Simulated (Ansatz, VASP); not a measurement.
Li in VASP and in Ansatz

```
Li
1.0
     7.48892    0.00000    0.00000
     0.00000    7.48892    0.00000
     0.00000    0.00000    3.72032
Li
10
Direct
  0.66854 0.83146 0.50000
  0.83146 0.33146 0.50000
  0.33146 0.16854 0.50000
  0.16854 0.66854 0.50000
  0.50000 0.50000 0.00000
  0.00000 0.00000 0.00000
  0.63303 0.13303 0.00000
  0.86697 0.63303 0.00000
  0.13303 0.36697 0.00000
  0.36697 0.86697 0.00000
```

Alike in both runs: functional PBE; k mesh 4 × 4 × 4; occupations gaussian, width 0.1 eV; no spin polarisation.

Ansatz relaxed the structure, and its values are those at the end. VASP's run is a single point on that final structure, the one shown.

|  | VASP | Ansatz |
| --- | --- | --- |
| version | VASP 6.6.1 | Ansatz 0.2.0 |
| potentials or method | VASP PAW PBE potentials, release 64 (Li_sv), cutoff 520 eV | scalar-relativistic, plane waves, PAW |
| valence electrons in the cell | 30 | 30 |

|  | VASP | Ansatz | Ansatz less VASP |
| --- | --- | --- | --- |
| gap on the k mesh at the Fermi level (eV) | none | none | - |
| rms of the force components (eV/Å) | 0.016 | 0.016 | +0.0001 |

A gap of «none» marks a metal or a gap that the smearing closes.

The k mesh is coarse, so the values compare programs but aren't converged. Noted on VASP's run: the cutoff is under 1.25 times that of the potentials, so the pressure is a little rough.
